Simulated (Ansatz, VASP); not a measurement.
**One calculation of ZnO, two programs**

Contents of INCAR:

```
SYSTEM = ZnO
ALGO = Normal ; EDIFF = 1E-8
ENCUT = 520 ; ISIF = 2
ISMEAR = -1 ; LASPH = .TRUE.
LCHARG = .FALSE. ; LEFG = .TRUE.
LREAL = .FALSE. ; LWAVE = .FALSE.
NBANDS = 26 ; NELM = 60
PREC = Accurate ; SIGMA = 0.01
```

KPOINTS

```
k-points
0
G
  8 8 5
  0 0 0
```

File POSCAR:

```
ZnO
1.0
    3.2921588739      0.0000000000      0.0000000000
   -1.6460794369      2.8510932180      0.0000000000
    0.0000000000      0.0000000000      5.2722789056
Zn O
2 2
Direct
    0.3333333333      0.6666666667      0.0000000000
    0.6666666667      0.3333333333      0.5000000000
    0.3333333333      0.6666666667      0.3821000000
    0.6666666667      0.3333333333      0.8821000000
```

Input for Ansatz:

```yaml
crystal:
  lattice:
    - [3.2921588739, 0.0, 0.0]
    - [-1.6460794369, 2.851093218, 0.0]
    - [0.0, 0.0, 5.2722789056]
  atoms:
    - { symbol: Zn, position: [0.3333333333, 0.6666666667, 0.0] }
    - { symbol: Zn, position: [0.6666666667, 0.3333333333, 0.5] }
    - { symbol: O, position: [0.3333333333, 0.6666666667, 0.3821] }
    - { symbol: O, position: [0.6666666667, 0.3333333333, 0.8821] }
kpoints:
  mp_grid: { grid: [8, 8, 5] }
scf:
  occupations: { method: fermi_dirac, width: 0.01 }
hamiltonian:
  xc: lda
  pseudopotentials: { kind: paw }
output:
  forces: true
  stress: true
  eigenvalues: true
  efg: { contact_densities: true }
```

Change from the starting cell: volume scaled by 1.04, PAW files.

Alike in both runs: task electric field gradients; functional LDA; k mesh 8 × 8 × 5; occupations fermi-dirac, width 0.01 eV; no spin polarisation.

|  | VASP | Ansatz |
| --- | --- | --- |
| version | VASP 6.6.1 | Ansatz 0.2.0 |
| potentials or method | VASP PAW LDA potentials, release 64 (Zn, O) | PAW with Ansatz's default frozen-core files, scalar-relativistic |
| plane-wave cutoff (eV) | 520 | 420 |
| valence electrons in the cell | 36 | 36 |

```csv
,VASP,Ansatz,Ansatz less VASP
gap on the k mesh at the Fermi level (eV),0.68,0.67,-0.005
pressure (GPa),-10.8,-11.7,-0.88
"traceless stress, the component that is largest in VASP (GPa)",0.50,0.52,+0.017
rms of the force components (eV/Å),0.023,0.022,-0.0009
size of Vzz on the site where it differs most (V/Å²),7.4,7.0,-0.36
```

LDA's correlation is that of Perdew and Zunger in VASP and of Perdew and Wang (1992) in Ansatz. Atom by atom the forces differ by 0.001 eV/Å (rms over components).
